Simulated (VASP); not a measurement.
Crystal: YNbN3.

```xyz
10
Lattice="5.9032 0.0000 0.0000 0.0000 5.9032 0.0000 0.0000 0.0000 4.1742" Properties=species:S:1:pos:R:3 pbc="T T T"
Y     0.0000    2.9516    2.0871
Y     2.9516    0.0000    2.0871
Nb    2.9516    2.9516    0.0000
Nb    0.0000    0.0000    0.0000
N     4.6127    1.6611    0.0000
N     4.2421    4.6127    0.0000
N     2.9516    2.9516    2.0871
N     1.2905    4.2421    0.0000
N     1.6611    1.2905    0.0000
N     0.0000    0.0000    2.0871
```

| Item | Value |
| --- | --- |
| Program | VASP 6.6.1 |
| Task | relaxation of cell and atoms |
| Functional | PBE |
| Potentials or basis | VASP PAW PBE potentials, release 64 (Y_sv, Nb_sv, N) |
| Cutoff | 600 eV |
| k mesh | 4 × 4 × 4 |
| Occupations | gaussian, width 0.1 eV |
| Spin | no spin polarisation |

At the start: pressure -17.1 GPa; volume 14.55 Å³/atom.

**Question.** Where does the relaxation end?

**Answer.** Over 17 steps the energy falls by 188.5 meV/atom and the volume is 12.52 Å³/atom (-13.9 %); space group P4/mbm (No. 127, to 0.1 Å) before and after.

The path:
```
step  energy change (eV)  largest force (eV/Å)  pressure (GPa)  volume (Å³)
   1              0.0000                0.4409          -17.07       145.46
   2              0.4947                1.0938           32.58       115.22
   3             -0.8818                0.6647           -0.31       130.92
   4             -0.8826                0.6718            0.24       130.55
   5             -0.9668                0.7096            0.25       130.31
   6             -1.2020                0.7589            0.16       129.58
   7             -1.5815                0.7769           -0.54       128.02
   8             -1.6572                0.2727           -3.01       124.55
   9             -1.8165                0.1543           -2.04       126.04
  10             -1.8348                0.2849            1.62       123.37
  11             -1.8523                0.1014            0.01       124.45
  12             -1.8676                0.0996           -0.26       124.82
  13             -1.8814                0.0918           -0.73       125.54
  14             -1.8817                0.0918           -0.78       125.64
  15             -1.8821                0.0072            1.12       124.68
  16             -1.8838                0.0468            0.24       125.13
  17             -1.8845                0.0024            0.05       125.24
```

Final structure:
```
CELL_PARAMETERS angstrom
5.46196 0.00000 0.00000
0.00000 5.46196 0.00000
0.00000 0.00000 4.19819
ATOMIC_POSITIONS crystal
Y 0.00000 0.50000 0.50000
Y 0.50000 0.00000 0.50000
Nb 0.50000 0.50000 0.00000
Nb 0.00000 0.00000 0.00000
N 0.84337 0.34337 0.00000
N 0.65663 0.84337 0.00000
N 0.50000 0.50000 0.50000
N 0.15663 0.65663 0.00000
N 0.34337 0.15663 0.00000
N 0.00000 0.00000 0.50000
```

Caveat: the k points lie up to 0.37 Å⁻¹ apart in the final cell, too coarse for converged energies and pressures of a metal.
